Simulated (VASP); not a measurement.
Wanted: the native input for a VASP 6.6.1 run.

| Quantity | Value |
| --- | --- |
| Task | single point |
| Functional | r2SCAN |
| Potentials or basis | VASP PAW PBE potentials, release 64 (Al, N) |
| Cutoff | 520 eV |
| k mesh | 9 × 9 × 6 |
| Occupations | gaussian, width 0.01 eV |
| Spin | no spin polarisation |
| Dipole correction | no |
| Further INCAR settings | ALGO = Normal; EDIFF = 1e-06; NBANDS = 16 |

The system is AlN.

```xyz
4
Lattice="3.2591 0.0000 0.0000 -1.6295 2.8225 0.0000 0.0000 0.0000 4.0952" Properties=species:S:1:pos:R:3 pbc="T T T"
Al    0.0000    1.8816    1.0238
Al    1.6295    0.9408    3.0714
N     1.6295    0.9408    1.0238
N     0.0000    1.8816    3.0714
```

This cell differs from its parent crystal: volume changed by -3%.

One way to write it, as run:

POSCAR

```
AlN
1.0
    3.2590885244      0.0000000000      0.0000000000
   -1.6295442622      2.8224534553      0.0000000000
    0.0000000000      0.0000000000      4.0951683028
Al N
2 2
Direct
    0.3333333333      0.6666666667      0.2500000000
    0.6666666667      0.3333333333      0.7500000000
    0.6666666667      0.3333333333      0.2500000000
    0.3333333333      0.6666666667      0.7500000000
```

INCAR.step1

```
PREC = Accurate ; ENCUT = 520
ISMEAR = 0 ; SIGMA = 0.01
LREAL = False ; LASPH = True
NELM = 60 ; NBANDS = 16
GGA = PE ; ALGO = Normal
EDIFF = 1E-4 ; LWAVE = True
LCHARG = False
```

INCAR.step2

```
PREC = Accurate ; ENCUT = 520
EDIFF = 1E-6 ; ISMEAR = 0
SIGMA = 0.01 ; LREAL = False
LASPH = True ; NELM = 60
ALGO = Normal ; ISIF = 2
LWAVE = False ; LCHARG = False
METAGGA = R2SCAN ; LMIXTAU = True
NBANDS = 16 ; ISTART = 1
```

KPOINTS

```
Automatic mesh
0
Gamma
  9 9 6
```

Potentials or basis: VASP PAW PBE potentials, release 64 (Al, N).

The run is started by

```sh
$ cat potpaw_PBE.64/Al/POTCAR potpaw_PBE.64/N/POTCAR > POTCAR
$ cp INCAR.step1 INCAR
$ mpirun -np 1 vasp_std > vasp.out
$ cp INCAR.step2 INCAR
$ mpirun -np 1 vasp_std > vasp.out
```

It gave:

```json
{
 "Pressure": "6.8 GPa",
 "Band gap on the k mesh": "4.30 eV, direct"
}
```

Caveat: the PAW data sets were made with another functional, which shifts forces and pressure a little.

It took 3.6 min on 1 thread of AMD EPYC 7R13 (shared host), peak memory 0.13 GiB.
